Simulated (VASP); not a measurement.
Write the native input for VASP 6.6.1 that does the following.

```
Task                   : relaxation of cell and atoms
Functional             : PBE
Potentials or basis    : VASP PAW PBE potentials, release 64 (Hg_sv_GW)
Cutoff                 : 550 eV
k mesh                 : 12 × 12 × 12
Occupations            : fermi-dirac, width 0.05 eV
Spin                   : no spin polarisation
Dipole correction      : no
Further INCAR settings : ALGO = Normal; EDIFF = 1e-07; IBRION = 2; EDIFFG = -0.005; NSW = 100; ISIF = 3
```

The structure of Hg lies in POSCAR:

```
Hg
1.0
    3.1249785760      0.0000000000      0.0000000000
    0.0000000000      3.1249785760      0.0000000000
    0.0000000000      0.0000000000      3.1249785760
Hg
1
Direct
    0.0000000000      0.0000000000      0.0000000000
```

These files were run (other wordings do the same):

INCAR

```
SYSTEM = Hg
PREC = Accurate
ENCUT = 550
EDIFF = 1E-7
ISMEAR = -1
SIGMA = 0.05
LREAL = .FALSE.
LASPH = .TRUE.
NELM = 120
ALGO = Normal
ISIF = 3
LWAVE = .FALSE.
LCHARG = .FALSE.
GGA = PE
IBRION = 2
NSW = 100
EDIFFG = -0.005
GGA_COMPAT = .FALSE.
NELMIN = 4
```

KPOINTS

```
Automatic mesh
0
G
  12 12 12
  0 0 0
```

Potentials or basis: VASP PAW PBE potentials, release 64 (Hg_sv_GW).

The run is started by

```console
$ cat potpaw_PBE.64/Hg_sv_GW/POTCAR > POTCAR
$ mpirun -np 1 vasp_std > vasp.out
```

Results of the run:

```yaml
Relaxed_volume: 29.33 Å³/atom
Relaxed_cell: a = 3.084 Å, b = 3.084 Å, c = 3.084 Å, α = 90.00°, β = 90.00°, γ = 90.00°
Space_group_after_relaxing_to_0.1_Å: Pm-3m (No. 221)
Energy_gained_by_relaxing: 1.9 meV/atom
Ionic_steps: 4
Pressure_after_relaxing: 0.0 GPa
Band_gap_on_the_k_mesh: zero (bands 10 and 11 overlap by 5.19 eV)
```

Caveat: spin-orbit coupling is left out, which moves the levels of the heavy elements.

It took 54 s on 1 thread of AMD EPYC 9R45 96-Core Processor (Zen 5), with other jobs on the host, peak memory 0.15 GiB.
